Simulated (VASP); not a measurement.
Here is a VASP 6.6.1 calculation.

INCAR

```
PREC = Accurate
ENCUT = 520
EDIFF = 1E-6
ISMEAR = 1
SIGMA = 0.148
LREAL = False
LASPH = True
NELM = 80
ALGO = Normal
ISIF = 2
LWAVE = False
LCHARG = False
GGA = PS
NBANDS = 35
```

Contents of KPOINTS:

```
regular mesh
0
Gamma
  12 12 4
```

The input POSCAR:

```
MoS2
1.0
    3.1416453611      0.0000000000      0.0000000000
   -1.5708226806      2.7207446923      0.0000000000
    0.0000000000      0.0000000000     12.5702639933
Mo S
2 4
Direct
    0.3333333333      0.6666666667      0.2500000000
    0.6666666667      0.3333333333      0.7500000000
    0.3333333333      0.6666666667      0.6259932117
    0.6666666667      0.3333333333      0.1259932117
    0.3333333333      0.6666666667      0.8740067883
    0.6666666667      0.3333333333      0.3740067883
```

Potentials or basis: VASP PAW PBE potentials, release 64 (Mo_sv, S).

Launch:

```sh
$ cat potpaw_PBE.64/Mo_sv/POTCAR potpaw_PBE.64/S/POTCAR > POTCAR
$ mpirun -np 1 vasp_std > vasp.out
```

(1) Estimate the band gap on the k mesh.

(2) Estimate the largest force.

## Answers

(1) 0.99 eV, indirect (least direct gap 1.74 eV).

(2) 0.004 eV/Å.

Caveat: the PAW data sets were made with another functional, which shifts forces and pressure a little.

**The experiment to reproduce.**

“Multiwavelength excitation Raman Scattering Analysis of bulk and 2 dimensional MoS2: Vibrational properties of atomically thin MoS2 layers”, 2015, arxiv:1506.03228 reports, for a bulk crystal of MoS2 at 300 K: band gap 1.3 eV (indirect).

A measured gap of MoS2 is 1.3 eV (indirect; 300 K; “Multiwavelength excitation Raman Scattering Analysis of bulk and 2 dimensional MoS2: Vibrational properties of atomically thin MoS2 layers”, 2015, arxiv:1506.03228); the calculated 0.99 eV misses it by -0.31 eV. Spin-orbit coupling on Mo is left out. The value is that of PBEsol on a finite k mesh, which can miss the band edges, without temperature or zero-point motion. Semilocal functionals fall short of measured gaps as a rule.
